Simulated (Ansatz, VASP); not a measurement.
## B: VASP beside Ansatz

Contents of INCAR:

```
  ALGO = Normal
  EDIFF = 1E-6
  EDIFFG = -0.025
  ENCUT = 600
  GGA = PE
  IBRION = 2
  ISIF = 3
  ISMEAR = 0
  LASPH = T
  LCHARG = F
  LREAL = F
  LWAVE = F
  NELM = 80
  NSW = 80
  PREC = Accurate
  SIGMA = 0.2
```

Contents of KPOINTS:

```
k-points
0
Gamma
  6 6 6
```

File POSCAR:

```
B
1.0
    3.8833764339      0.0382390444      0.0056838027
    0.0382390444      3.8341050125      0.0304007184
    0.0056838027      0.0304007184      3.7670087112
B
8
Direct
    0.2967891197      0.2408431086      0.2435189772
    0.2343269730      0.2408194566      0.7547687382
    0.2419410270      0.7185834921      0.2342248801
    0.2694420810      0.8020218154      0.7630762429
    0.7751025246      0.2065306683      0.2734555912
    0.7286395880      0.2323517360      0.6860621833
    0.6940975879      0.8163605477      0.3149678110
    0.7596610987      0.7424891754      0.7299255761
```

Input for Ansatz:

```yaml
crystal:
  lattice:
    - [3.8833764339, 0.0382390444, 0.0056838027]
    - [0.0382390444, 3.8341050125, 0.0304007184]
    - [0.0056838027, 0.0304007184, 3.7670087112]
  atoms:
    - { symbol: B, position: [0.2967891197, 0.2408431086, 0.2435189772] }
    - { symbol: B, position: [0.234326973, 0.2408194566, 0.7547687382] }
    - { symbol: B, position: [0.241941027, 0.7185834921, 0.2342248801] }
    - { symbol: B, position: [0.269442081, 0.8020218154, 0.7630762429] }
    - { symbol: B, position: [0.7751025246, 0.2065306683, 0.2734555912] }
    - { symbol: B, position: [0.728639588, 0.232351736, 0.6860621833] }
    - { symbol: B, position: [0.6940975879, 0.8163605477, 0.314967811] }
    - { symbol: B, position: [0.7596610987, 0.7424891754, 0.7299255761] }
basis:
  ecutwfc: 420
kpoints:
  mp_grid: { grid: [6, 6, 6] }
hamiltonian:
  xc: pbe
scf:
  occupations: { method: gaussian, width: 0.2 }
  lower_state_search: "off"
output:
  forces: true
  stress: true
  eigenvalues: true
relax:
  adjacent_minimum: "off"
  f_tol: 0.025
  max_steps: 60
  cell: { stress_tol: 0.25 }
```

Change from the starting cell: cell x8, atoms moved at random (sigma 0.15 Å) and cell strained at random (1.5 %), then relaxed without symmetry.

Alike in both runs: task relaxation of cell and atoms; functional PBE; k mesh 6 × 6 × 6; occupations gaussian, width 0.2 eV; no spin polarisation.

|  | VASP | Ansatz |
| --- | --- | --- |
| version | VASP 6.6.1 | Ansatz 0.2.0 |
| potentials or method | VASP PAW PBE potentials, release 64 (B), cutoff 600 eV | scalar-relativistic, plane waves, PAW |
| valence electrons in the cell | 24 | 24 |

```csv
,VASP,Ansatz,Ansatz less VASP
"gap on the k mesh at the Fermi level, each at its own relaxed structure (eV)",none,none,-
relaxed volume (Å³/atom),7.43,8.84,+1.409
relaxed cell length with the largest relative difference (Å),3.589,4.753,+1.1643
```

A gap of «none» marks a metal or a gap that the smearing closes. One of these differences is far larger than is usual between the two programs; its cause wasn't traced.
